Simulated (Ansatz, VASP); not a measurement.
Two plane-wave programs on Si5Mo

```
Si Mo
1.0
     3.21195   -3.35929    0.00000
     3.21195    3.35929    0.00000
     0.00000    0.00000    5.01571
Si Mo
5 1
Direct
  0.35233 0.35233 0.00000
  0.64767 0.64767 0.00000
  0.80240 0.19760 0.00000
  0.19760 0.80240 0.00000
  0.00000 0.00000 0.00000
  0.50000 0.50000 0.50000
```

Alike in both runs: task relaxation of cell and atoms; functional PBE; k mesh 4 × 4 × 4; occupations gaussian, width 0.1 eV; no spin polarisation.

```csv
,VASP,Ansatz
version,VASP 6.6.1,Ansatz 0.2.0
potentials or method,"VASP PAW PBE potentials, release 64 (Si, Mo_sv), cutoff 600 eV","scalar-relativistic, plane waves, PAW"
valence electrons in the cell,34,34
```

Ansatz gave:

| Quantity | Value |
| --- | --- |
| gap on the k mesh at the Fermi level, each at its own relaxed structure (eV) | none |
| relaxed volume (Å³/atom) | 21.27 |
| relaxed cell length with the largest relative difference (Å) | 3.832 |

Which values does VASP return?

gap on the k mesh at the Fermi level, each at its own relaxed structure (eV): none; relaxed volume (Å³/atom): 18.95; relaxed cell length with the largest relative difference (Å): 3.057.

A gap of «none» marks a metal or a gap that the smearing closes. One of these differences is far larger than is usual between the two programs; its cause wasn't traced.
